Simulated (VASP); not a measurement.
Te6Mo3H (a cell with a defect), 10 atoms in the cell. The cell holds a defect, 10 atoms: a = 3.433 Å, b = 3.433 Å, c = 20.770 Å, α = 90.00°, β = 90.00°, γ = 120.00°. 

| Property | Result |
| --- | --- |
| Program | VASP 6.6.1 |
| Task | single point |
| Functional | PBEsol |
| Dispersion | D3(BJ) |
| Potentials or basis | VASP PAW PBE potentials, release 64 (Te, Mo_sv, H) |
| Cutoff | 400 eV |
| k mesh | 9 × 9 × 2 |
| Occupations | gaussian, width 0.05 eV |
| Spin | no spin polarisation |
| Dipole correction | no |
| Further INCAR settings | ALGO = Normal; EDIFF = 1e-06; NBANDS = 50 |

Potentials or basis: VASP PAW PBE potentials, release 64 (Te, Mo_sv, H).

The run is started by

```bash
$ cat potpaw_PBE.64/Te/POTCAR potpaw_PBE.64/Mo_sv/POTCAR potpaw_PBE.64/H/POTCAR > POTCAR
$ mpirun -np 1 vasp_std > vasp.out
```

Hardware: 1 thread of Oxide Virtual Turin-like Processor, on a shared host.

Estimate the wall time of this run.

Run time: 12 min on 1 thread of Oxide Virtual Turin-like Processor (shared host), peak memory 0.56 GiB. Counts: scf iterations 20, k points 82.
